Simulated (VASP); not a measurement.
WSe2, 6 atoms in the cell. The structure is hexagonal, space group P6_3/mmc (No. 194). Conventional cell: a = 3.333 Å, b = 3.333 Å, c = 13.280 Å, α = 90.00°, β = 90.00°, γ = 120.00°. Within 3.4 Å of W (site symmetry -6m2) lie 6 Se at 2.54 Å and 6 W at 3.33 Å. Within 3.4 Å of Se (site symmetry 3m) lie 3 W at 2.54 Å and 7 Se at 3.31 to 3.33 Å.  This cell differs from its parent crystal: strain +1.0%.

- Program: VASP 6.6.1
- Task: single point
- Functional: PBE
- Potentials or basis: VASP PAW PBE potentials, release 64 (W_sv, Se)
- Cutoff: 520 eV
- k mesh: 12 × 12 × 2
- Occupations: fermi-dirac, width 0.02 eV
- Spin: no spin polarisation
- Dipole correction: no
- Further INCAR settings: ALGO = Normal; EDIFF = 1e-06; NBANDS = 35

Potentials or basis: VASP PAW PBE potentials, release 64 (W_sv, Se).

Run with:

```sh
$ cat potpaw_PBE.64/W_sv/POTCAR potpaw_PBE.64/Se/POTCAR > POTCAR
$ mpirun -np 1 vasp_std > vasp.out
```

Hardware: 1 thread of Intel(R) Xeon(R) 6975P-C (Granite Rapids), on a shared host.

How long does it take, and how much memory?

Wall time 88 s on 1 thread of Intel(R) Xeon(R) 6975P-C (Granite Rapids) (shared host), peak memory 0.33 GiB. Counts: scf iterations 15, k points 38.
